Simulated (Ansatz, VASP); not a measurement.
## Two plane-wave programs on Mg6F

Contents of INCAR:

```
SYSTEM = Mg6F
PREC     = Accurate       ! precision mode
ENCUT    = 520            ! plane-wave cutoff, eV
EDIFF    = 1E-6           ! SCF threshold, eV
ISMEAR   = 0              ! smearing method
SIGMA    = 0.1            ! smearing width, eV
LREAL    = .False.        ! projectors in reciprocal space
LASPH    = .True.         ! aspherical terms in the spheres
NELM     = 80             ! most SCF steps
ALGO     = Normal         ! electronic algorithm
ISIF     = 2              ! what is computed and relaxed
LWAVE    = .False.        ! write WAVECAR
LCHARG   = .False.        ! write CHGCAR
LDIPOL   = .True.       
IDIPOL   = 3            
DIPOL    = 0.5 0.5 0.311
GGA      = PE             ! functional
NBANDS   = 18             ! bands
```

File KPOINTS:

```
regular mesh
0
Gamma
  9 4 1
  0 0 0
```

Contents of POSCAR:

```
Mg6F
1.0
    3.2034417932      0.0000000000      0.0000000000
   -1.6017208966      7.8153198520      0.0000000000
    0.0000000000      0.0000000000     20.9851131634
Mg F
6 1
Direct
    0.8493879956      0.6987759913      0.1906113143
    0.5210014932      0.0420029864      0.2197581863
    0.1926149907      0.3852299814      0.2489050583
    0.3710660944      0.7414803149      0.3283003664
    0.0426232582      0.0834482649      0.3542380799
    0.7128162912      0.4251093731      0.3805132287
    0.7128162912      0.4251093731      0.4562812261
```

Input for Ansatz:

```yaml
crystal:
  lattice:
    - [3.2034417932, 0.0, 0.0]
    - [-1.6017208966, 7.815319852, 0.0]
    - [0.0, 0.0, 20.9851131634]
  atoms:
    - { symbol: Mg, position: [0.8493879956, 0.6987759913, 0.1906113143] }
    - { symbol: Mg, position: [0.5210014932, 0.0420029864, 0.2197581863] }
    - { symbol: Mg, position: [0.1926149907, 0.3852299814, 0.2489050583] }
    - { symbol: Mg, position: [0.3710660944, 0.7414803149, 0.3283003664] }
    - { symbol: Mg, position: [0.0426232582, 0.0834482649, 0.3542380799] }
    - { symbol: Mg, position: [0.7128162912, 0.4251093731, 0.3805132287] }
    - { symbol: F, position: [0.7128162912, 0.4251093731, 0.4562812261] }
basis:
  ecutwfc: 420
kpoints:
  mp_grid: { grid: [9, 4, 1] }
hamiltonian:
  xc: pbe
scf:
  occupations: { method: gaussian, width: 0.1 }
output:
  forces: true
  eigenvalues: true
efield:
  axis: 3
  dipole_correction: true
  ramp_width: 0.04
```

Alike in both runs: task single point; functional PBE; k mesh 9 × 4 × 1; occupations gaussian, width 0.1 eV; no spin polarisation.

|  | VASP | Ansatz |
| --- | --- | --- |
| version | VASP 6.6.1 | Ansatz 0.2.0 |
| potentials or method | VASP PAW PBE potentials, release 64 (Mg, F), cutoff 520 eV | scalar-relativistic, plane waves, PAW |
| valence electrons in the cell | 19 | 67 |

Ansatz gave:

```
gap on the k mesh at the Fermi level (eV) : none
rms of the force components (eV/Å)        : 1.681
```

**Question.** Which values does VASP return?

**Answer.** gap on the k mesh at the Fermi level (eV): none; rms of the force components (eV/Å): 1.771.

Atom by atom the forces differ by 0.090 eV/Å (rms over components). A gap of «none» marks a metal or a gap that the smearing closes. VASP's potentials hold 19 valence electrons a cell and Ansatz's 67, so a difference there can come from the potentials and not from the codes.
